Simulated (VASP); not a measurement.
Write the native input for VASP 6.6.1 that does the following.

| Item | Value |
| --- | --- |
| Task | single point |
| Functional | PBE |
| Potentials or basis | VASP PAW PBE potentials, release 64 (Li_sv, F) |
| Cutoff | 520 eV |
| k mesh | 10 × 10 × 10 |
| Occupations | gaussian, width 0.02 eV |
| Spin | no spin polarisation |
| Dipole correction | no |
| Further INCAR settings | ALGO = Normal; EDIFF = 1e-06; NBANDS = 12 |

The structure of LiF lies in POSCAR:

```
LiF
1.0
    0.0000000000      1.9710498764      1.9710498764
    1.9710498764      0.0000000000      1.9710498764
    1.9710498764      1.9710498764      0.0000000000
Li F
1 1
Direct
    0.5000000000      0.5000000000      0.5000000000
    0.0000000000      0.0000000000      0.0000000000
```

This cell differs from its parent crystal: volume scaled by 0.91.

The input as run:

INCAR

```
PREC = Accurate
ENCUT = 520
EDIFF = 1E-6
ISMEAR = 0
SIGMA = 0.02
LREAL = F
LASPH = T
NELM = 100
ALGO = Normal
ISIF = 2
LWAVE = F
LCHARG = T
GGA = PE
LELF = T
LVHAR = T
NBANDS = 12
```

KPOINTS

```
regular mesh
0
Gamma
  10 10 10
```

Potentials or basis: VASP PAW PBE potentials, release 64 (Li_sv, F).

Run with:

```sh
$ cat potpaw_PBE.64/Li_sv/POTCAR potpaw_PBE.64/F/POTCAR > POTCAR
$ mpirun -np 1 vasp_std > vasp.out
```

It gave:

```
Band gap on the k mesh : 9.69 eV, direct
```

Wall time 4.1 s on 1 thread of Intel(R) Xeon(R) 6975P-C (Granite Rapids), with other jobs on the host, peak memory 0.13 GiB.
